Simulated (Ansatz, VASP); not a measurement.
K3Rh in VASP and in Ansatz

```
CELL_PARAMETERS angstrom
7.99566 0.00000 0.00000
-3.99783 6.92444 0.00000
0.00000 0.00000 5.52906
ATOMIC_POSITIONS crystal
K 0.81131 0.62262 0.25000
K 0.18869 0.81131 0.75000
K 0.37738 0.18869 0.25000
K 0.18869 0.37738 0.75000
K 0.81131 0.18869 0.25000
K 0.62262 0.81131 0.75000
Rh 0.33333 0.66667 0.25000
Rh 0.66667 0.33333 0.75000
```

Alike in both runs: functional PBE; k mesh 6 × 6 × 8; occupations gaussian, width 0.1 eV; no spin polarisation.

Ansatz relaxed the structure, and its values are those at the end. VASP's run is a single point on that final structure, the one shown.

|  | VASP | Ansatz |
| --- | --- | --- |
| version | VASP 6.6.1 | Ansatz 0.2.0 |
| potentials or method | VASP PAW PBE potentials, release 64 (K_sv, Rh_pv), cutoff 520 eV | scalar-relativistic, plane waves, PAW |
| valence electrons in the cell | 84 | 88 |

|  | VASP | Ansatz | Ansatz less VASP |
| --- | --- | --- | --- |
| gap on the k mesh at the Fermi level (eV) | none | none | - |
| pressure (GPa) | 0.0 | 0.0 | +0.01 |

A gap of «none» marks a metal or a gap that the smearing closes. The functional is the same, so the differences come from potentials, cutoffs and numerics. VASP's potentials hold 84 valence electrons a cell and Ansatz's 88, so a difference there can come from the potentials and not from the codes.
